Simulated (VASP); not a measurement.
Input of a VASP 6.6.1 run:

Contents of INCAR:

```
SYSTEM = WSe2
ALGO     = Normal         ! electronic algorithm
EDIFF    = 1E-8           ! SCF threshold, eV
ENCUT    = 520            ! plane-wave cutoff, eV
GGA      = PS             ! functional
ISIF     = 2              ! what is computed and relaxed
ISMEAR   = -1             ! smearing method
LASPH    = .TRUE.         ! aspherical terms in the spheres
LCHARG   = .FALSE.        ! write CHGCAR
LEFG     = .TRUE.       
LREAL    = .FALSE.        ! projectors in reciprocal space
LWAVE    = .FALSE.        ! write WAVECAR
NBANDS   = 35             ! bands
NELM     = 100            ! most SCF steps
PREC     = Accurate       ! precision mode
SIGMA    = 0.08           ! smearing width, eV
```

File KPOINTS:

```
k-points
0
G
  11 11 3
  0 0 0
```

The input POSCAR:

```
WSe2
1.0
    3.3332928687      0.0000000000      0.0000000000
   -1.6666464343      2.8867163025      0.0000000000
    0.0000000000      0.0000000000     13.1406774676
W Se
2 4
Direct
    0.3333333333      0.6666666667      0.2500000000
    0.6666666667      0.3333333333      0.7500000000
    0.3333333333      0.6666666667      0.6210000000
    0.6666666667      0.3333333333      0.1210000000
    0.3333333333      0.6666666667      0.8790000000
    0.6666666667      0.3333333333      0.3790000000
```

Potentials or basis: VASP PAW PBE potentials, release 64 (W_sv, Se).

Run with:

```bash
$ cat potpaw_PBE.64/W_sv/POTCAR potpaw_PBE.64/Se/POTCAR > POTCAR
$ mpirun -np 1 vasp_std > vasp.out
```

(1) Predict the pressure.

(2) What does it give for the band gap on the k mesh?

(3) Predict the largest force.

Results:

(1) -5.9 GPa.

(2) 0.94 eV, indirect (least direct gap 1.64 eV).

(3) 0.684 eV/Å.

Caveat: without QUAD_EFG the Cq values of the log hold for a quadrupole moment of 1 mb, not for the nuclei; the PAW data sets were made with another functional, which shifts forces and pressure a little; spin-orbit coupling is left out, which moves the levels of the heavy elements; this functional lacks dispersion, which binds the layers, so the pressure and a relaxed spacing across them are unreliable.
